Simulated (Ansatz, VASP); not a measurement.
**Two plane-wave programs on SnSe5**

INCAR

```
PREC = Accurate
ENCUT = 600
EDIFF = 1E-6
ISMEAR = 0
SIGMA = 0.1
LREAL = F
LASPH = T
NELM = 80
ALGO = Normal
ISIF = 3
LWAVE = F
LCHARG = F
GGA = PE
IBRION = 2
NSW = 100
EDIFFG = -0.01
```

Contents of KPOINTS:

```
regular mesh
0
Gamma
  8 8 8
```

POSCAR

```
SnSe5
1.0
    0.0000000000      4.1202938405      4.1202938405
    4.1202938405      0.0000000000      4.1202938405
    4.1202938405      4.1202938405      0.0000000000
Sn Se
1 5
Direct
    0.0000000000      0.0000000000      0.0000000000
    0.6209626751      0.6209626751      0.6209626751
    0.1371119746      0.6209626751      0.6209626751
    0.6209626751      0.6209626751      0.1371119746
    0.6209626751      0.1371119746      0.6209626751
    0.2500000000      0.2500000000      0.2500000000
```

Input for Ansatz:

```yaml
crystal:
  lattice:
    - [0.0, 4.1202938442, 4.1202938442]
    - [4.1202938442, 0.0, 4.1202938442]
    - [4.1202938442, 4.1202938442, 0.0]
  atoms:
    - { symbol: Sn, position: [0.0, 0.0, 0.0] }
    - { symbol: Se, position: [0.620962675, 0.620962675, 0.620962675] }
    - { symbol: Se, position: [0.1371119749, 0.620962675, 0.620962675] }
    - { symbol: Se, position: [0.620962675, 0.620962675, 0.1371119749] }
    - { symbol: Se, position: [0.620962675, 0.1371119749, 0.620962675] }
    - { symbol: Se, position: [0.25, 0.25, 0.25] }
basis:
  ecutwfc: 420
kpoints:
  mp_grid: { grid: [8, 8, 8] }
hamiltonian:
  xc: pbe
scf:
  occupations: { method: gaussian, width: 0.1 }
output:
  forces: true
  stress: true
  eigenvalues: true
relax:
  adjacent_minimum: "off"
  f_tol: 0.01
  max_steps: 80
  cell: { stress_tol: 0.05 }
```

Change from the starting cell: species swapped into the Be5Au type (F-43m, No. 216).

Alike in both runs: task relaxation of cell and atoms; functional PBE; k mesh 8 × 8 × 8; occupations gaussian, width 0.1 eV; no spin polarisation.

|  | VASP | Ansatz |
| --- | --- | --- |
| version | VASP 6.6.1 | Ansatz 0.2.0 |
| potentials or method | VASP PAW PBE potentials, release 64 (Sn_d, Se), cutoff 600 eV | scalar-relativistic, plane waves, PAW |
| valence electrons in the cell | 44 | 94 |

|  | VASP | Ansatz | Ansatz less VASP |
| --- | --- | --- | --- |
| gap on the k mesh at the Fermi level, each at its own relaxed structure (eV) | none | none | - |
| relaxed volume (Å³/atom) | 22.90 | 22.90 | +0.005 |
| relaxed cell length with the largest relative difference (Å) | 5.792 | 5.792 | +0.0004 |

A gap of «none» marks a metal or a gap that the smearing closes. VASP's potentials hold 44 valence electrons a cell and Ansatz's 94, so a difference there can come from the potentials and not from the codes.
